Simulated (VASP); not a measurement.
# Na3ScTe: relaxation of cell and atoms with PBE

Crystal: Na3ScTe.

```
Na Sc Te
1.0
     4.64059    0.00000    0.00000
     0.00000    4.64059    0.00000
     0.00000    0.00000    4.79696
Na Sc Te
3 1 1
Direct
  0.50000 0.00000 0.02631
  0.00000 0.00000 0.43181
  0.00000 0.50000 0.02631
  0.50000 0.50000 0.50271
  0.00000 0.00000 0.01286
```

```yaml
Program: VASP 6.6.1
Task: relaxation of cell and atoms
Functional: PBE
Potentials_or_basis: VASP PAW PBE potentials, release 64 (Na_pv, Sc_sv, Te)
Cutoff: 600 eV
k_mesh: 4 × 4 × 4
Occupations: gaussian, width 0.1 eV
Spin: no spin polarisation
Dipole_correction: no
Further_INCAR_settings: ALGO = Normal; EDIFF = 1e-06; IBRION = 2; EDIFFG = -0.04; NSW = 90; ISIF = 3
```

```yaml
Relaxed_volume: 29.14 Å³/atom
Relaxed_cell: a = 4.237 Å, b = 4.237 Å, c = 8.118 Å, α = 90.00°, β = 90.00°, γ = 90.00°
Space_group_after_relaxing_to_0.1_Å: P4mm (No. 99)
Energy_gained_by_relaxing: 1896.4 meV/atom
Ionic_steps: 50
Pressure_after_relaxing: 0.0 GPa
Largest_force_after_relaxing: 0.028 eV/Å
Band_gap_on_the_k_mesh: zero (bands 19 and 20 overlap by 0.94 eV)
```

Forces on the atoms (eV/Å):
```
Na   0.000  0.000  0.025
Na   0.000  0.000  0.004
Na   0.000  0.000  0.025
Sc   0.000  0.000 -0.028
Te   0.000  0.000 -0.026
```

Step by step:
```
step  energy change (eV)  largest force (eV/Å)  pressure (GPa)  volume (Å³)
   1              0.0000               10.9362           38.19       103.30
   3             -6.7438                3.2500            6.55       153.99
   5             -7.7041                0.5887            0.05       201.69
   7             -7.7086                0.4734           -0.15       204.95
   9             -7.7971                0.4095           -0.03       198.88
  11             -7.8222                0.3131            0.14       195.07
  13             -7.8329                0.1500            0.03       196.28
  15             -7.8381                0.1504           -0.05       197.21
  17             -7.8582                0.1732           -0.61       202.06
  19             -7.8664                0.1837           -0.62       201.36
  21             -7.9150                0.2043           -0.69       198.09
  23             -8.2889                0.2332           -1.60       183.81
  25             -8.7733                0.5236           -2.24       159.07
  27             -8.7770                0.5210           -2.23       158.92
  29             -8.7891                0.6318           -1.83       155.40
  31             -8.8392                0.5540           -1.69       153.42
  33             -9.0126                0.4283           -0.78       144.69
  35             -9.0663                0.4330            0.31       138.04
  37             -9.1538                0.5717            0.15       137.02
  39             -9.2687                0.4904           -0.02       138.69
  41             -9.2905                0.9684            1.04       145.38
  43             -9.4480                0.3799           -0.20       145.82
  45             -9.4668                0.2443           -0.04       145.41
  47             -9.4799                0.0848           -0.10       146.25
  49             -9.4813                0.0540            0.00       145.96
  50             -9.4820                0.0276            0.05       145.71
```

Final structure:
```cif
data_structure
_symmetry_space_group_name_H-M 'P 1'
_symmetry_Int_Tables_number 1
_cell_length_a 4.2366
_cell_length_b 4.2366
_cell_length_c 8.1183
_cell_angle_alpha 90.000
_cell_angle_beta 90.000
_cell_angle_gamma 90.000
_cell_volume 145.71
loop_
_atom_site_label
_atom_site_type_symbol
_atom_site_fract_x
_atom_site_fract_y
_atom_site_fract_z
_atom_site_occupancy
Na1 Na 0.50000 0.00000 0.07173 1
Na2 Na 0.00000 0.00000 0.39736 1
Na3 Na 0.00000 0.50000 0.07173 1
Sc1 Sc 0.50000 0.50000 0.69373 1
Te1 Te 0.00000 0.00000 0.76546 1
```

Levels at points of the mesh, in eV from the Fermi level:
| k point | band 17 | band 18 | band 19 | band 20 | band 21 | band 22 |
| --- | --- | --- | --- | --- | --- | --- |
| (0.00, 0.00, 0.00) | -2.55 | -2.55 | -0.73 | 0.43 | 0.58 | 0.97 |
| (0.50, 0.00, 0.00) | -3.10 | -0.86 | -0.76 | 0.00 | 0.88 | 1.11 |
| (0.50, 0.50, 0.00) | -3.24 | -0.49 | -0.07 | -0.07 | 1.10 | 1.12 |
| (0.00, 0.00, 0.50) | -2.55 | -1.68 | -1.04 | -0.73 | 0.58 | 0.97 |
| (0.50, 0.00, 0.50) | -3.10 | -1.09 | 0.06 | 0.08 | 0.65 | 0.87 |
| (0.50, 0.50, 0.50) | -3.28 | -0.31 | -0.19 | -0.19 | 1.05 | 1.20 |

Run time: 29 min on 1 thread of Intel(R) Xeon(R) Platinum 8488C (Sapphire Rapids) (shared host), peak memory 0.28 GiB.

Caveat: the volume moved by over 15 % at a fixed basis, so the end points are rough; spin-orbit coupling is left out, which moves the levels of the heavy elements.
